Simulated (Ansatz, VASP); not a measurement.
## One calculation of SiC, two programs

The input POSCAR:

```
SiC
1.0
    0.0000000000      2.1781449855      2.1236913609
    2.1781449855      0.0000000000      2.1236913609
    2.1781449855      2.1781449855      0.0000000000
Si C
1 1
Direct
    0.0000000000      0.0000000000      0.0000000000
    0.7500000000      0.7500000000      0.7500000000
```

The input INCAR.step1:

```
PREC = Accurate
ENCUT = 520
ISMEAR = 0
SIGMA = 0.05
LREAL = F
LASPH = T
NELM = 100
NBANDS = 11
GGA = PE
ALGO = Normal
EDIFF = 1E-4
LWAVE = T
LCHARG = F
```

File INCAR.step2:

```
PREC = Accurate
ENCUT = 520
EDIFF = 1E-6
ISMEAR = 0
SIGMA = 0.05
LREAL = F
LASPH = T
NELM = 100
ALGO = Normal
ISIF = 2
LWAVE = F
LCHARG = F
METAGGA = R2SCAN
LMIXTAU = T
NBANDS = 11
ISTART = 1
```

File KPOINTS:

```
Automatic mesh
0
Gamma
  10 10 10
```

Input for Ansatz:

```yaml
crystal:
  lattice:
    - [0.0, 2.1781449855, 2.1236913609]
    - [2.1781449855, 0.0, 2.1236913609]
    - [2.1781449855, 2.1781449855, 0.0]
  atoms:
    - { symbol: Si, position: [0.0, 0.0, 0.0] }
    - { symbol: C, position: [0.75, 0.75, 0.75] }
basis:
  ecutwfc: 500
kpoints:
  mp_grid: { grid: [10, 10, 10] }
hamiltonian:
  xc: r2scan
scf:
  occupations: { method: gaussian, width: 0.05 }
output:
  forces: true
  stress: true
  eigenvalues: true
```

Change from the starting cell: strain +0.000 along x and y, -0.025 along z, atoms carried along.

Alike in both runs: task single point; functional r2SCAN; k mesh 10 × 10 × 10; occupations gaussian, width 0.05 eV; no spin polarisation.

```csv
,VASP,Ansatz
version,VASP 6.6.1,Ansatz 0.2.0
potentials or method,"VASP PAW PBE potentials, release 64 (Si, C), cutoff 520 eV","scalar-relativistic, plane waves, PAW"
valence electrons in the cell,8,8
```

VASP gave:

```
gap on the k mesh at the Fermi level (eV)                     : 1.43
least direct gap on the mesh (eV)                             : 5.06
pressure (GPa)                                                : 5.8
traceless stress, the component that is largest in VASP (GPa) : 4.51
```

**Question.** Which values does Ansatz return?

**Answer.** gap on the k mesh at the Fermi level (eV): 1.42; least direct gap on the mesh (eV): 5.05; pressure (GPa): 6.0; traceless stress, the component that is largest in VASP (GPa): 4.49.

VASP's potentials were made for PBE, not for r2SCAN.
